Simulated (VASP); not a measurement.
Runs of VASP 6.6.1 on Rh. The structure is that of space group P6_3/mmc (No. 194), or close to it. The cells are those of the table. 

```csv
cell,gap on the mesh (eV),pressure (GPa)
"a = 2.767, b = 2.767, c = 4.487 Å, angles 90.0, 90.0, 120.0°, 2 atoms",none,-16.9
"a = 2.802, b = 2.802, c = 4.544 Å, angles 90.0, 90.0, 120.0°, 2 atoms",none,(b)
"a = 2.656, b = 2.656, c = 4.307 Å, angles 90.0, 90.0, 120.0°, 2 atoms",none,15.7
"a = 2.617, b = 2.617, c = 4.244 Å, angles 90.0, 90.0, 120.0°, 2 atoms",none,33.3
"a = 2.731, b = 2.731, c = 4.428 Å, angles 90.0, 90.0, 120.0°, 2 atoms",none,-8.7
"a = 2.694, b = 2.694, c = 4.369 Å, angles 90.0, 90.0, 120.0°, 2 atoms",none,(a)
"a = 2.836, b = 2.836, c = 4.599 Å, angles 90.0, 90.0, 120.0°, 2 atoms",none,-28.0
```

Alike in all rows: task single point; level r2SCAN; potentials or basis VASP PAW PBE potentials, release 64 (Rh_pv); no spin polarisation; k mesh 12 × 12 × 7; cutoff (eV) 520; smearing gaussian 0.1 eV.

Fill in the values left out.

(a) 1.9; (b) -23.2.

Caveats: the PAW data sets were made with another functional, which shifts forces and pressure a little.

A k mesh can miss the band edges, and the runs leave out spin-orbit coupling on Rh.

A gap of «none» marks levels without a gap at the run's occupations.
